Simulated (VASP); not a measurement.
# TiO2 (I4/m) in VASP: notebook

Aim: see how the results for TiO2 move with the level of theory and the settings. Levels: r2SCAN, PBE. Tasks: single point.

Everything below comes from runs of VASP 6.6.1. Logs are shortened: lines on timing, memory, paths and dates and some standing lists are left out, and cuts for length are marked.

## 1. The cell of the first run

Symmetry: I4/m, No. 87, tetragonal system. The conventional cell has a = 8.702 Å, b = 8.702 Å, c = 3.775 Å, α = 90.00°, β = 90.00°, γ = 90.00°. Within 2.4 Å of Ti (site symmetry m) lie 6 O at 1.80 to 2.26 Å. Within 2.7 Å of O (site symmetry m) lie 4 Ti at 1.95 to 2.26 Å and 5 O at 2.62 to 2.65 Å. O (site symmetry m) has 2 Ti at 1.80 to 1.81 Å within 2.4 Å.

## 2. Single point, r2SCAN

File POSCAR:

```
TiO2
1.0
   -4.3507577183      4.3507577183      1.8875555959
    4.3507577183     -4.3507577183      1.8875555959
    4.3507577183      4.3507577183     -1.8875555959
Ti O
4 8
Direct
    0.2922817025      0.0028552475      0.2951369500
    0.0028552475      0.7077182975      0.7105735450
    0.9971447525      0.2922817025      0.2894264550
    0.7077182975      0.9971447525      0.7048630500
    0.4988638225      0.1507847150      0.6496485375
    0.1616620125      0.8403974050      0.0020594175
    0.1507847150      0.5011361775      0.6519208925
    0.1596025950      0.1616620125      0.3212646075
    0.8403974050      0.8383379875      0.6787353925
    0.8492152850      0.4988638225      0.3480791075
    0.8383379875      0.1596025950      0.9979405825
    0.5011361775      0.8492152850      0.3503514625
```

File INCAR.step1:

```
SYSTEM = TiO2
PREC = Accurate
ENCUT = 520
ISMEAR = 0
SIGMA = 0.02
LREAL = .FALSE.
LASPH = .TRUE.
NELM = 60
NBANDS = 60
GGA = PE
ALGO = Normal
EDIFF = 1E-4
LWAVE = .TRUE.
LCHARG = .FALSE.
KPAR = 4
```

File INCAR.step2:

```
SYSTEM = TiO2
PREC = Accurate
ENCUT = 520
EDIFF = 1E-6
ISMEAR = 0
SIGMA = 0.02
LREAL = .FALSE.
LASPH = .TRUE.
NELM = 60
ALGO = Normal
ISIF = 2
LWAVE = .FALSE.
LCHARG = .FALSE.
METAGGA = R2SCAN
LMIXTAU = .TRUE.
NBANDS = 60
ISTART = 1
KPAR = 4
```

File KPOINTS:

```
regular mesh
0
G
  8 8 8
  0 0 0
```

Potentials or basis: VASP PAW PBE potentials, release 64 (Ti_sv, O).

On the command line:

```sh
> cat potpaw_PBE.64/Ti_sv/POTCAR potpaw_PBE.64/O/POTCAR > POTCAR
> cp INCAR.step1 INCAR
> mpirun -np 4 vasp_std > vasp.out
> cp INCAR.step2 INCAR
> mpirun -np 4 vasp_std > vasp.out
```

OUTCAR:

```text
SYSTEM = TiO2
   PREC = Accurate
   ENCUT = 520
   EDIFF = 1E-6
   ISMEAR = 0
   LREAL = .FALSE.
   LASPH = .TRUE.
   NELM = 60
   ISIF = 2
   METAGGA = R2SCAN
   ISTART = 1

 ion  position               nearest neighbor table
   1  0.292  0.003  0.295-   8 1.80   6 1.81  10 1.95  10 1.95   5 2.21  12 2.26
   2  0.003  0.708  0.711-   6 1.80   9 1.81   5 1.95   5 1.95   7 2.21  10 2.26
   3  0.997  0.292  0.289-  11 1.80   8 1.81  12 1.95  12 1.95  10 2.21   7 2.26
   4  0.708  0.997  0.705-   9 1.80  11 1.81   7 1.95   7 1.95  12 2.21   5 2.26
   5  0.499  0.151  0.650-   2 1.95   2 1.95   1 2.21   4 2.26
   6  0.162  0.840  0.002-   2 1.80   1 1.81
   7  0.151  0.501  0.652-   4 1.95   4 1.95   2 2.21   3 2.26
   8  0.160  0.162  0.321-   1 1.80   3 1.81
   9  0.840  0.838  0.679-   4 1.80   2 1.81
  10  0.849  0.499  0.348-   1 1.95   1 1.95   3 2.21   2 2.26
  11  0.838  0.160  0.998-   3 1.80   4 1.81
  12  0.501  0.849  0.350-   3 1.95   3 1.95   4 2.21   1 2.26

  LATTYP: Found a body centered tetragonal cell.
 ALAT       =     8.7015154366
 C/A-ratio  =     0.4338452560

  Lattice vectors:

 A1 = (  -4.3507577183,   4.3507577183,   1.8875555959)
 A2 = (   4.3507577183,  -4.3507577183,   1.8875555959)
 A3 = (   4.3507577183,   4.3507577183,  -1.8875555959)

Analysis of symmetry for initial positions (statically):
=====================================================================
 Subroutine PRICEL returns:
 Original cell was already a primitive cell.

 Routine SETGRP: Setting up the symmetry group for a
 body centered tetragonal supercell.

 Subroutine GETGRP returns: Found  8 space group operations
 (whereof  8 operations were pure point group operations)
 out of a pool of 16 trial point group operations.

The static configuration has the point symmetry C_4h.

Analysis of symmetry for dynamics (positions and initial velocities):
=====================================================================
 Subroutine PRICEL returns:
 Original cell was already a primitive cell.

 Routine SETGRP: Setting up the symmetry group for a
 body centered tetragonal supercell.

 Subroutine GETGRP returns: Found  8 space group operations
 (whereof  8 operations were pure point group operations)
 out of a pool of 16 trial point group operations.

The dynamic configuration has the point symmetry C_4h.

 Subroutine INISYM returns: Found  8 space group operations
[... 126 lines left out ...]
   TEBEG  =    0.0;   TEEND  =   0.0 temperature during run
   PSTRESS=    0.0 pullay stress
   NELECT =      96.0000    total number of electrons
   NUPDOWN=      -1.0000    fix difference up-down
   EMIN   =  10.00;   EMAX   =-10.00  energy-range for DOS
   EFERMI =   0.00;   METHOD = LEGACY
   ISMEAR =     0;   SIGMA  =   0.02  broadening in eV -4-tet -1-fermi 0-gaus
   EFERMI_NEDOS =   21; number of points for ismear=-14 and -15
   IALGO  =     38    algorithm
   IMIX   =      4    mixing-type and parameters
     AMIX     =   0.40;   BMIX     =  1.00
     AMIX_MAG =   1.60;   BMIX_MAG =  1.00
  volume/ion in A,a.u.               =      11.91        80.37
  Fermi-wavevector in a.u.,A,eV,Ry     =   1.433734  2.709365 27.968062  2.055595
  Thomas-Fermi vector in A             =   2.553220
   LORBIT       =      0    0 simple, 1 ext, 2 COOP (PROOUT), +10 PAW based schemes
   METAGGA = R2SCAN    functional components
   LHFCALC =     F    Hartree Fock is set to
   AEXX    =    0.0000 exact exchange contribution
   IVDW    =     0    specifies the selected vdW correction
   LEPSILON=     F    determine dielectric tensor
   LRPA    =     F    only Hartree local field effects (RPA)
 non-spin polarized calculation
 Gauss-broadening in eV      SIGMA  =   0.02
  energy-cutoff  :      520.00
  volume of cell :      142.92
 maximum number of plane-waves:      3876
   NGX = 23   NGY = 23   NGZ = 23

 number of electron      95.9999988 magnetization

 Free energy of the ion-electron system (eV)
  ---------------------------------------------------
  ext. energy  EPLUGINS =         0.00000000
  ---------------------------------------------------
  free energy    TOTEN  =      -139.14126230 eV

  energy without entropy =     -139.14126230  energy(sigma->0) =     -139.14126230

 E-fermi :   2.8546     XC(G=0): -11.1152

 val. band max:        2.7299542458   @ k =   0.5000   0.5000   0.5000
 cond. band min:       4.7451357605   @ k =   0.0000   0.0000   0.0000
 fundamental gap:      2.0151815147
 Fermi energy:         2.8545960293

 k-point     1 :       0.0000    0.0000    0.0000
  band No.  band energies     occupation
      1     -55.8672      2.00000
      2     -55.8475      2.00000
      3     -55.8475      2.00000
      4     -55.8308      2.00000
      5     -31.2459      2.00000
      6     -31.2280      2.00000
[... 1501 lines left out ...]
     59       7.5607      0.00000
     60       7.7667      0.00000

 [... further k-points ...]

------------------------ aborting loop because EDIFF is reached ----------------------------------------

  FORCE on cell =-STRESS in cart. coord.  units (eV):
  Direction    XX          YY          ZZ          XY          YZ          ZX
  --------------------------------------------------------------------------------------
  -------------------------------------------------------------------------------------
  Total       -0.4610968     -0.4610968      0.3622373      0.0000141      0.0000000      0.0000000
  in kB       -5.1690783     -5.1690783      4.0608242      0.0001579      0.0000000      0.0000000
  external PRESSURE =      -2.0924441 kB  Pullay stress =       0.0000000 kB

 VOLUME and BASIS-vectors are now :
 -----------------------------------------------------------------------------
  energy-cutoff  :      520.00
  volume of cell :      142.92
      direct lattice vectors                 reciprocal lattice vectors
    -4.350757718  4.350757718  1.887555596     0.000000000  0.114922511  0.264892860
     4.350757718 -4.350757718  1.887555596     0.114922511  0.000000000  0.264892860
     4.350757718  4.350757718 -1.887555596     0.114922511  0.114922511  0.000000000

 POSITION                                       TOTAL-FORCE (eV/Angst)
 -----------------------------------------------------------------------------------
      0.02484      2.54329      0.00000         0.015929     -0.169044      0.000000
      6.15822      0.02484      0.00000         0.169044      0.015929      0.000000
     -1.80746      4.32591      1.88756        -0.169044     -0.015929      0.000000
      4.32591      1.80746      1.88756        -0.015929      0.169044     -0.000000
      1.31206      4.34087      0.00000        -0.008509      0.016868      0.000000
      2.96197     -2.94405      1.88756        -0.011908     -0.041865     -0.000000
      4.36064      1.31206      0.00000        -0.016868     -0.008509      0.000000
      1.40670      1.38878      0.00000        -0.041865      0.011908     -0.000000
      2.94405      2.96197      1.88756         0.041865     -0.011908      0.000000
     -0.00989      3.03870      1.88756         0.016868      0.008509     -0.000000
      1.38878      7.29481      0.00000         0.011908      0.041865      0.000000
      3.03870      0.00989      1.88756         0.008509     -0.016868      0.000000
 -----------------------------------------------------------------------------------
    total drift:                                0.000000      0.000000     -0.000000

  FREE ENERGIE OF THE ION-ELECTRON SYSTEM (eV)
  ---------------------------------------------------
  free  energy   TOTEN  =      -139.1412623041 eV

  energy  without entropy=     -139.1412623041  energy(sigma->0) =     -139.14126230
```

Run time: 38 min. Hardware: 4 MPI ranks of Oxide Virtual Turin-like, shared host; peak memory 0.67 GiB.

What came out:

```yaml
Free_energy: -139.1413 eV
Pressure: -0.2 GPa
Largest_force: 0.170 eV/Å
Band_gap_on_the_k_mesh: 2.02 eV (least direct gap 2.73 eV)
```

Forces on the atoms (eV/Å):
```
Ti   0.016 -0.169  0.000
Ti   0.169  0.016  0.000
Ti  -0.169 -0.016  0.000
Ti  -0.016  0.169  0.000
O   -0.009  0.017  0.000
O   -0.012 -0.042  0.000
O   -0.017 -0.009  0.000
O   -0.042  0.012  0.000
O    0.042 -0.012  0.000
O    0.017  0.009  0.000
O    0.012  0.042  0.000
O    0.009 -0.017  0.000
```

Stress tensor (GPa, compression positive):
```
-0.52  0.00  0.00
 0.00 -0.52  0.00
 0.00  0.00  0.41
```

Caveat: the PAW data sets were made with another functional, which shifts forces and pressure a little. A k mesh can miss the band edges.

## 3. Single point, PBE

File INCAR:

```
SYSTEM = TiO2
ALGO     = Normal         ! electronic algorithm
EDIFF    = 1E-6           ! SCF threshold, eV
ENCUT    = 520            ! plane-wave cutoff, eV
GGA      = PE             ! functional
ISIF     = 2              ! what is computed and relaxed
ISMEAR   = 0              ! smearing method
LASPH    = .True.         ! aspherical terms in the spheres
LCHARG   = .True.         ! write CHGCAR
LELF     = .True.         ! ELF
LREAL    = .False.        ! projectors in reciprocal space
LVHAR    = .True.       
LWAVE    = .False.        ! write WAVECAR
NBANDS   = 60             ! bands
NELM     = 60             ! most SCF steps
PREC     = Accurate       ! precision mode
SIGMA    = 0.02           ! smearing width, eV
```

File KPOINTS:

```
k-points
0
Gamma
  8 8 8
  0 0 0
```

File POSCAR:

```
TiO2
1.0
   -4.3507577183      4.3507577183      1.8875555959
    4.3507577183     -4.3507577183      1.8875555959
    4.3507577183      4.3507577183     -1.8875555959
Ti O
4 8
Direct
    0.2922817000      0.0028552500      0.2951369500
    0.0028552500      0.7077183000      0.7105735400
    0.9971447500      0.2922817000      0.2894264600
    0.7077183000      0.9971447500      0.7048630500
    0.4988638200      0.1507847200      0.6496485400
    0.1616620100      0.8403974000      0.0020594200
    0.1507847100      0.5011361800      0.6519208900
    0.1596025900      0.1616620100      0.3212646100
    0.8403974000      0.8383379900      0.6787353900
    0.8492152800      0.4988638200      0.3480791100
    0.8383379900      0.1596025900      0.9979405800
    0.5011361800      0.8492152900      0.3503514600
```

Potentials or basis: VASP PAW PBE potentials, release 64 (Ti_sv, O).

On the command line:

```sh
> cat potpaw_PBE.64/Ti_sv/POTCAR potpaw_PBE.64/O/POTCAR > POTCAR
> mpirun -np 1 vasp_std > vasp.out
```

It took 30 min on 1 thread of Oxide Virtual Turin-like, shared host; peak memory 0.6 GiB.

It converged, with:

| Item | Value |
| --- | --- |
| Free energy | -107.2911 eV |
| Pressure | 3.8 GPa |
| Largest force | 0.111 eV/Å |
| Band gap on the k mesh | 1.62 eV (least direct gap 2.31 eV) |

Forces on the atoms (eV/Å):
```
Ti   0.021 -0.109  0.000
Ti   0.109  0.021  0.000
Ti  -0.109 -0.021  0.000
Ti  -0.021  0.109  0.000
O    0.087  0.012  0.000
O   -0.010 -0.044  0.000
O   -0.012  0.087  0.000
O   -0.044  0.010  0.000
O    0.044 -0.010  0.000
O    0.012 -0.087  0.000
O    0.010  0.044  0.000
O   -0.087 -0.012  0.000
```

Stress tensor (GPa, compression positive):
```
3.76 0.00 0.00
0.00 3.76 0.00
0.00 0.00 3.95
```

Levels at points of the mesh, in eV from the valence-band top:
```tsv
k point	band 45	band 46	band 47	band 48	band 49	band 50	band 51	band 52
(0.00, 0.00, 0.00)	-0.93	-0.93	-0.92	-0.69	1.62	3.03	3.03	3.07
(0.50, 0.00, 0.00)	-0.80	-0.72	-0.68	-0.36	2.83	3.18	3.25	3.31
(0.50, 0.50, 0.00)	-1.16	-0.94	-0.92	-0.66	2.29	2.53	2.74	3.28
(0.50, 0.50, 0.50)	-1.23	-1.14	-1.14	0.00	2.86	2.86	2.92	3.09
```

Caveat: the cell stands under pressure. A k mesh can miss the band edges.
